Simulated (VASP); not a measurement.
Al2GaSb3:

```xyz
6
Lattice="3.8928 0.0000 0.0000 0.0000 3.8928 0.0000 0.0000 0.0000 8.5396" Properties=species:S:1:pos:R:3 pbc="T T T"
Al    0.0000    1.9464    6.2956
Al    1.9464    0.0000    2.2439
Ga    0.0000    0.0000    0.0000
Sb    1.9464    1.9464    0.0000
Sb    0.0000    1.9464    3.2228
Sb    1.9464    0.0000    5.3167
```

The cell was built from a structure type or drawn by symmetry, and may not be a known phase.

```yaml
Program: VASP 6.6.1
Task: relaxation of cell and atoms
Functional: PBE
Potentials_or_basis: VASP PAW PBE potentials, release 64 (Al, Ga_d, Sb)
Cutoff: 600 eV
k_mesh: 4 × 4 × 2
Occupations: gaussian, width 0.1 eV
Spin: no spin polarisation
```

At the start: pressure 5.2 GPa; volume 21.57 Å³/atom.

Where does the relaxation end?

Over 28 steps the energy falls by 125.1 meV/atom and the volume is 23.37 Å³/atom (+8.4 %); space group P-4m2 (No. 115, to 0.1 Å) before and after.

The path:
```csv
step,energy change (eV),largest force (eV/Å),pressure (GPa),volume (Å³)
1,0.0000,0.0826,5.24,129.41
2,-0.2774,0.1564,-0.94,143.04
3,-0.2782,0.1517,-1.24,143.87
4,-0.4643,0.3622,-2.14,145.88
5,-0.5507,0.3952,-2.49,147.90
6,-0.5515,0.4372,-2.51,147.56
7,-0.5996,0.2339,1.22,138.43
8,-0.6171,0.3232,-0.17,141.37
9,-0.6377,0.2744,0.08,140.41
10,-0.6480,0.2018,0.46,139.32
11,-0.6617,0.1854,-0.13,140.70
12,-0.6678,0.2211,-0.94,142.79
13,-0.6740,0.2483,-0.87,142.57
14,-0.6892,0.3311,-0.61,141.90
15,-0.7026,0.4467,-0.04,140.58
16,-0.7154,0.3861,0.10,140.18
17,-0.7309,0.2662,0.47,139.31
18,-0.7315,0.2506,0.58,139.08
19,-0.7382,0.2016,0.12,140.03
20,-0.7409,0.1515,-0.35,141.07
21,-0.7438,0.1238,-0.22,140.71
22,-0.7472,0.0556,0.08,139.87
23,-0.7473,0.0572,0.17,139.71
24,-0.7484,0.0672,0.01,139.98
25,-0.7486,0.0749,-0.08,140.18
26,-0.7493,0.0608,-0.01,140.05
27,-0.7502,0.0190,0.12,139.67
28,-0.7504,0.0042,-0.12,140.21
```

Final structure:
```
Al Ga Sb
1.0
     4.19385    0.00000    0.00000
     0.00000    4.19385    0.00000
     0.00000    0.00000    7.97200
Al Ga Sb
2 1 3
Direct
  0.00000 0.50000 0.71064
  0.50000 0.00000 0.28936
  0.00000 0.00000 0.00000
  0.50000 0.50000 0.00000
  0.00000 0.50000 0.34776
  0.50000 0.00000 0.65224
```

Caveat: the k points lie up to 0.39 Å⁻¹ apart in the final cell, too coarse for converged energies and pressures of a metal.
